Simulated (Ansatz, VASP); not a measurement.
## Cs: VASP beside Ansatz

```
Cs
1.0
    10.50000    0.00000    0.00000
     0.00000   11.00000    0.00000
     0.00000    0.00000   11.50000
Cs
1
Cartesian
  5.2500 5.5500 5.7500
```

Alike in both runs: task single point; functional PBE; dispersion D3(BJ); k mesh 1 × 1 × 1; occupations gaussian, width 0.005 eV; collinear spin.

|  | VASP | Ansatz |
| --- | --- | --- |
| version | VASP 6.6.1 | Ansatz 0.2.0 |
| potentials or method | VASP PAW PBE potentials, release 64 (Cs_sv), cutoff 400 eV | scalar-relativistic, plane waves, PAW |
| valence electrons in the cell | 9 | 9 |

Ansatz gave:

| Property | Result |
| --- | --- |
| net moment per atom (μB) | 1.00 |
| size of the moment on the site where the two differ most (μB) | 0.90 |

Task: What did VASP give for the same quantities?

Result: net moment per atom (μB): 1.00; size of the moment on the site where the two differ most (μB): 0.02.

Site moments also hang on the region over which each program counts them.

Neither program's run includes spin-orbit coupling.
